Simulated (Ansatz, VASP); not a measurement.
## One calculation of HfS2, two programs

```
CELL_PARAMETERS angstrom
3.52139 0.00000 0.00000
-1.76069 3.04961 0.00000
0.00000 0.00000 5.95020
ATOMIC_POSITIONS crystal
Hf 0.00000 0.00000 0.00000
S 0.33333 0.66667 0.24966
S 0.66667 0.33333 0.75034
```

Change from the starting cell: epitaxial_xy strain -3.0%.

Alike in both runs: task single point; functional r2SCAN; k mesh 12 × 12 × 4; occupations fermi-dirac, width 0.02 eV; non-collinear spin, spin-orbit coupling.

|  | VASP | Ansatz |
| --- | --- | --- |
| version | VASP 6.6.1 | Ansatz 0.2.0 |
| potentials or method | VASP PAW PBE potentials, release 64 (Hf_pv, S) | plane waves, PAW |
| plane-wave cutoff (eV) | 550 | 500 |
| valence electrons in the cell | 22 | 38 |

```tsv
	VASP	Ansatz	Ansatz less VASP
pressure (GPa)	4.3	4.8	+0.57
traceless stress, the component that is largest in VASP (GPa)	-3.91	-3.94	-0.033
rms of the force components (eV/Å)	0.059	0.027	-0.0323
```

VASP's potentials were made for PBE, not for r2SCAN. Atom by atom the forces differ by 0.032 eV/Å (rms over components). The functional is the same, so the differences come from potentials, cutoffs and numerics. VASP's potentials hold 22 valence electrons a cell and Ansatz's 38, so a difference there can come from the potentials and not from the codes.
